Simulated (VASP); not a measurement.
# K2Ge (I4/mcm) in VASP: single point with PBE

Aim: the single point of K2Ge with PBE.

All numbers are computed with VASP 6.6.1; they aren't measurements. Logs are shortened: lines on timing, memory, paths and dates and some standing lists are left out, and cuts for length are marked.

### Step 1. The cell of the first run

Symmetry: I4/mcm, No. 140, tetragonal system. The conventional cell has a = 7.043 Å, b = 7.043 Å, c = 6.032 Å, α = 90.00°, β = 90.00°, γ = 90.00°. K (site symmetry m2m) has 4 Ge at 3.03 Å and 11 K at 3.30 to 3.81 Å within 4.0 Å. Ge (site symmetry 422) has 2 Ge at 3.02 Å and 8 K at 3.03 Å within 4.0 Å.

### Step 2. Single point, PBE

INCAR

```
PREC = Accurate ; ENCUT = 520
EDIFF = 1E-6 ; ISMEAR = 0
SIGMA = 0.1 ; LREAL = False
LASPH = True ; NELM = 60
ALGO = Normal ; ISIF = 2
LWAVE = False ; LCHARG = True
GGA = PE ; LELF = True
LVHAR = True ; NBANDS = 41
```

KPOINTS

```
regular mesh
0
Gamma
  4 4 4
```

POSCAR

```
K2Ge
1.0
   -3.5217197000      3.5217197000      3.0159186000
    3.5217197000     -3.5217197000      3.0159186000
    3.5217197000      3.5217197000     -3.0159186000
K Ge
4 2
Direct
    0.6656000000      0.1656000000      0.8312000000
    0.1656000000      0.3344000000      0.5000000000
    0.3344000000      0.8344000000      0.1688000000
    0.8344000000      0.6656000000      0.5000000000
    0.2500000000      0.2500000000      0.0000000000
    0.7500000000      0.7500000000      0.0000000000
```

Potentials or basis: VASP PAW PBE potentials, release 64 (K_sv, Ge_d).

Launch:

```
$ cat potpaw_PBE.64/K_sv/POTCAR potpaw_PBE.64/Ge_d/POTCAR > POTCAR
$ mpirun -np 1 vasp_std > vasp.out
```

OUTCAR:

```text
PREC = Accurate
   ENCUT = 520
   EDIFF = 1E-6
   ISMEAR = 0
   LREAL = False
   LASPH = True
   NELM = 60
   ISIF = 2
   GGA = PE

 ion  position               nearest neighbor table
   1  0.666  0.166  0.831-   5 3.03   6 3.03   5 3.03   6 3.03   3 3.30   3 3.45   3 3.45   2 3.72
                             4 3.72   4 3.72   2 3.72
   2  0.166  0.334  0.500-   6 3.03   5 3.03   5 3.03   6 3.03   4 3.30   4 3.45   4 3.45   3 3.72
                             1 3.72   3 3.72   1 3.72
   3  0.334  0.834  0.169-   5 3.03   6 3.03   5 3.03   6 3.03   1 3.30   1 3.45   1 3.45   4 3.72
                             2 3.72   4 3.72   2 3.72
   4  0.834  0.666  0.500-   5 3.03   6 3.03   6 3.03   5 3.03   2 3.30   2 3.45   2 3.45   3 3.72
                             1 3.72   3 3.72   1 3.72
   5  0.250  0.250  0.000-   1 3.03   3 3.03   2 3.03   4 3.03   2 3.03   4 3.03   3 3.03   1 3.03

   6  0.750  0.750  0.000-   1 3.03   3 3.03   2 3.03   4 3.03   4 3.03   2 3.03   1 3.03   3 3.03

  LATTYP: Found a body centered tetragonal cell.
 ALAT       =     7.0434394000
 C/A-ratio  =     0.8563766730

  Lattice vectors:

 A1 = (  -3.5217197000,   3.5217197000,   3.0159186000)
 A2 = (   3.5217197000,  -3.5217197000,   3.0159186000)
 A3 = (   3.5217197000,   3.5217197000,  -3.0159186000)

Analysis of symmetry for initial positions (statically):
=====================================================================
 Subroutine PRICEL returns:
 Original cell was already a primitive cell.

 Routine SETGRP: Setting up the symmetry group for a
 body centered tetragonal supercell.

 Subroutine GETGRP returns: Found 16 space group operations
 (whereof  8 operations were pure point group operations)
 out of a pool of 16 trial point group operations.

The static configuration has the point symmetry C_4h.
 The point group associated with its full space group is D_4h.

Analysis of symmetry for dynamics (positions and initial velocities):
=====================================================================
 Subroutine PRICEL returns:
 Original cell was already a primitive cell.

 Routine SETGRP: Setting up the symmetry group for a
 body centered tetragonal supercell.

 Subroutine GETGRP returns: Found 16 space group operations
 (whereof  8 operations were pure point group operations)
 out of a pool of 16 trial point group operations.

The dynamic configuration has the point symmetry C_4h.
 The point group associated with its full space group is D_4h.

 Subroutine INISYM returns: Found 16 space group operations
 (whereof  8 operations are pure point group operations),
 and found     1 'primitive' translations

----------------------------------------------------------------------------------------

                                     Primitive cell

  volume of cell :     149.6198

  direct lattice vectors                    reciprocal lattice vectors
    -3.521719700  3.521719700  3.015918600     0.000000000  0.141976092  0.165786968
     3.521719700 -3.521719700  3.015918600     0.141976092  0.000000000  0.165786968
     3.521719700  3.521719700 -3.015918600     0.141976092  0.141976092  0.000000000

  length of vectors
     5.822438002  5.822438002  5.822438002     0.218271687  0.218271687  0.200784515

  position of ions in fractional coordinates (direct lattice)
     0.665600000  0.165600000  0.831200000
     0.165600000  0.334400000  0.500000000
     0.334400000  0.834400000  0.168800000
     0.834400000  0.665600000  0.500000000
     0.250000000  0.250000000  0.000000000
     0.750000000  0.750000000  0.000000000

  ion indices of the primitive-cell ions
   primitive index   ion index
                 1           1
                 2           2
                 3           3
                 4           4
                 5           5
                 6           6

----------------------------------------------------------------------------------------

 KPOINTS: regular mesh

Automatic generation of k-mesh.
 Grid dimensions read from file:
 generate k-points for:    4    4    4

 Generating k-lattice:

  Cartesian coordinates                     Fractional coordinates (reciprocal lattice)
     0.000000000  0.035494023  0.041446742     0.250000000 -0.000000000  0.000000000
     0.035494023  0.000000000  0.041446742    -0.000000000  0.250000000  0.000000000
     0.035494023  0.035494023  0.000000000     0.000000000  0.000000000  0.250000000

  Length of vectors
     0.054567922  0.054567922  0.050196129

  Shift w.r.t. Gamma in fractional coordinates (k-lattice)
     0.000000000  0.000000000  0.000000000

 Subroutine IBZKPT returns following result:
 ===========================================

 Found     13 irreducible k-points:

 Following reciprocal coordinates:
            Coordinates               Weight
  0.000000  0.000000  0.000000      1.000000
  0.250000 -0.000000  0.000000      8.000000
  0.500000 -0.000000  0.000000      4.000000
  0.250000  0.250000  0.000000      8.000000
  0.500000  0.250000  0.000000     16.000000
 -0.250000  0.250000  0.000000      4.000000
  0.500000  0.500000  0.000000      2.000000
  0.250000  0.250000  0.250000      2.000000
 -0.250000  0.250000  0.250000      4.000000
  0.500000  0.500000  0.250000      4.000000
 -0.250000  0.500000  0.250000      8.000000
 -0.250000 -0.250000  0.250000      2.000000
  0.500000  0.500000  0.500000      1.000000
   k-points           NKPTS =     13   k-points in BZ     NKDIM =     13   number of bands    NBANDS=     41
   number of dos      NEDOS =    301   number of ions     NIONS =      6
   total plane-waves  NPLWV = 110592
   dimension x,y,z NGX =    48 NGY =   48 NGZ =   48
   dimension x,y,z NGXF=    96 NGYF=   96 NGZF=   96
   ions per type =               4   2
   NGX,Y,Z   is equivalent  to a cutoff of  13.71, 13.71, 13.71 a.u.
   NGXF,Y,Z  is equivalent  to a cutoff of  27.41, 27.41, 27.41 a.u.
 SYSTEM =  unknown system
   PREC   = accura    normal or accurate (medium, high low for compatibility)
   ISTART =      0    job   : 0-new  1-cont  2-samecut
   ICHARG =      2    charge: 1-file 2-atom 10-const
   ISPIN  =      1    spin polarized calculation?
   LNONCOLLINEAR =      F non collinear calculations
   LSORBIT =      F    spin-orbit coupling
   LASPH  =      T    aspherical Exc in radial PAW
   ENCUT  =  520.0 eV  38.22 Ry    6.18 a.u.  10.83 10.83 10.83*2*pi/ulx,y,z
   NELM   =     60;   NELMIN=  2; NELMDL= -5     # of ELM steps
   EDIFF  = 0.1E-05   stopping-criterion for ELM
   LREAL  =      F    real-space projection
   EDIFFG = 0.1E-04   stopping-criterion for IOM
   NSW    =      0    number of steps for IOM
   IBRION =     -1    ionic relax: 0-MD 1-quasi-New 2-CG
   NFREE  =      0    steps in history (QN), initial steepest desc. (CG)
   ISIF   =      2    stress and relaxation
   ISYM   =      2    0-nonsym 1-usesym 2-fastsym
   POTIM  = 0.5000    time-step for ionic-motion
   TEBEG  =    0.0;   TEEND  =   0.0 temperature during run
   PSTRESS=    0.0 pullay stress
   NELECT =      64.0000    total number of electrons
   NUPDOWN=      -1.0000    fix difference up-down
   EMIN   =  10.00;   EMAX   =-10.00  energy-range for DOS
   EFERMI =   0.00;   METHOD = LEGACY
   ISMEAR =     0;   SIGMA  =   0.10  broadening in eV -4-tet -1-fermi 0-gaus
   EFERMI_NEDOS =   21; number of points for ismear=-14 and -15
   IALGO  =     38    algorithm
   IMIX   =      4    mixing-type and parameters
     AMIX     =   0.40;   BMIX     =  1.00
     AMIX_MAG =   1.60;   BMIX_MAG =  1.00
  volume/ion in A,a.u.               =      24.94       168.28
  Fermi-wavevector in a.u.,A,eV,Ry     =   1.233498  2.330973 20.701498  1.521517
  Thomas-Fermi vector in A             =   2.368226
   LORBIT       =      0    0 simple, 1 ext, 2 COOP (PROOUT), +10 PAW based schemes
   GGA     = PE    functional components
   LHFCALC =     F    Hartree Fock is set to
   AEXX    =    0.0000 exact exchange contribution
   IVDW    =     0    specifies the selected vdW correction
   LEPSILON=     F    determine dielectric tensor
   LRPA    =     F    only Hartree local field effects (RPA)
 non-spin polarized calculation
 Gauss-broadening in eV      SIGMA  =   0.10
  energy-cutoff  :      520.00
  volume of cell :      149.62
 maximum number of plane-waves:      4079
 NGX is ok and might be reduce to    48
   NGX = 21   NGY = 21   NGZ = 21

 number of electron      63.9999998 magnetization

 Free energy of the ion-electron system (eV)
  ---------------------------------------------------
  ext. energy  EPLUGINS =         0.00000000
  ---------------------------------------------------
  free energy    TOTEN  =        -9.41392653 eV

  energy without entropy =       -9.36675973  energy(sigma->0) =       -9.39034313

 E-fermi :   3.3594     XC(G=0):  -9.1558

 val. band max:        3.3588703313   @ k =   0.5000   0.5000   0.2500
 cond. band min:       3.3646204424   @ k =   0.5000   0.5000   0.5000
 fundamental gap:      0.0057501111
 Fermi energy:         3.3594057246

 k-point     1 :       0.0000    0.0000    0.0000
  band No.  band energies     occupation
      1     -27.7558      2.00000
      2     -27.6500      2.00000
      3     -27.5874      2.00000
      4     -27.5874      2.00000
      5     -20.4924      2.00000
      6     -20.4418      2.00000
[... 33 lines left out ...]
     40       8.3820      0.00000
     41       9.2549      0.00000

 k-point     2 :       0.2500   -0.0000    0.0000
  band No.  band energies     occupation
      1     -27.7301      2.00000
      2     -27.6503      2.00000
      3     -27.6026      2.00000
      4     -27.5978      2.00000
      5     -20.4797      2.00000
      6     -20.4379      2.00000
[... 33 lines left out ...]
     40       7.7699      0.00000
     41       8.6171      0.00000

 k-point     3 :       0.5000   -0.0000    0.0000
  band No.  band energies     occupation
      1     -27.6753      2.00000
      2     -27.6753      2.00000
      3     -27.6151      2.00000
      4     -27.6151      2.00000
      5     -20.4490      2.00000
      6     -20.4490      2.00000
[... 391 lines left out ...]
      2     -27.6415      2.00000
      3     -27.6188      2.00000
      4     -27.6188      2.00000
      5     -20.4492      2.00000
      6     -20.4488      2.00000
[... 33 lines left out ...]
     40       7.7099      0.00000
     41       8.3773      0.00000

 k-point    13 :       0.5000    0.5000    0.5000
  band No.  band energies     occupation
      1     -27.6500      2.00000
      2     -27.6500      2.00000
      3     -27.6464      2.00000
      4     -27.6331      2.00000
      5     -20.4923      2.00000
      6     -20.4448      2.00000
[... 33 lines left out ...]
     40       7.6360      0.00000
     41       8.3904      0.00000

------------------------ aborting loop because EDIFF is reached ----------------------------------------

  FORCE on cell =-STRESS in cart. coord.  units (eV):
  Direction    XX          YY          ZZ          XY          YZ          ZX
  --------------------------------------------------------------------------------------
  -------------------------------------------------------------------------------------
  Total       16.4078274     16.4078274      9.5357406      0.0000000      0.0000000      0.0000000
  in kB      175.7002914    175.7002914    102.1117765      0.0000000      0.0000000      0.0000000
  external PRESSURE =     151.1707865 kB  Pullay stress =       0.0000000 kB

 VOLUME and BASIS-vectors are now :
 -----------------------------------------------------------------------------
  energy-cutoff  :      520.00
  volume of cell :      149.62
      direct lattice vectors                 reciprocal lattice vectors
    -3.521719700  3.521719700  3.015918600     0.000000000  0.141976092  0.165786968
     3.521719700 -3.521719700  3.015918600     0.141976092  0.000000000  0.165786968
     3.521719700  3.521719700 -3.015918600     0.141976092  0.141976092  0.000000000

 POSITION                                       TOTAL-FORCE (eV/Angst)
 -----------------------------------------------------------------------------------
      1.16639      4.68811     -0.00000        -0.338739     -0.338739      0.000000
      2.35533      1.16639      0.00000         0.338739     -0.338739      0.000000
      2.35533     -1.16639      3.01592         0.338739      0.338739     -0.000000
      1.16639      2.35533      3.01592        -0.338739      0.338739      0.000000
      0.00000      0.00000      1.50796         0.000000      0.000000      0.000000
      0.00000      0.00000      4.52388        -0.000000      0.000000      0.000000
 -----------------------------------------------------------------------------------
    total drift:                               -0.000000     -0.000000      0.000000

  FREE ENERGIE OF THE ION-ELECTRON SYSTEM (eV)
  ---------------------------------------------------
  free  energy   TOTEN  =        -9.4139265261 eV

  energy  without entropy=       -9.3667597335  energy(sigma->0) =       -9.39034313
```

Run time: 85 s. Hardware: 1 thread of AMD EPYC 9R45 (Zen 5), shared host; peak memory 0.31 GiB.

What came out:

```
Free energy            : -9.4139 eV
Pressure               : 15.1 GPa
Largest force          : 0.479 eV/Å
Band gap on the k mesh : zero (band 32 reaches 3.57 eV, above the bottom of band 33 at 3.30 eV)
```

Forces on the atoms (eV/Å):
```
K   -0.339 -0.339  0.000
K    0.339 -0.339  0.000
K    0.339  0.339  0.000
K   -0.339  0.339  0.000
Ge   0.000  0.000  0.000
Ge   0.000  0.000  0.000
```

Stress tensor (GPa, compression positive):
```
17.57  0.00  0.00
 0.00 17.57  0.00
 0.00  0.00 10.21
```

Levels at points of the mesh, in eV from the Fermi level:
```csv
k point,band 30,band 31,band 32,band 33,band 34,band 35
"(0.00, 0.00, 0.00)",-0.65,-0.65,-0.17,0.41,0.41,1.79
"(0.50, 0.00, 0.00)",-1.01,-0.65,-0.65,0.67,0.67,2.05
"(0.50, 0.50, 0.00)",-2.47,-0.28,0.00,0.46,1.60,1.83
"(0.50, 0.50, 0.50)",-1.89,-1.89,0.01,0.01,1.03,2.50
```
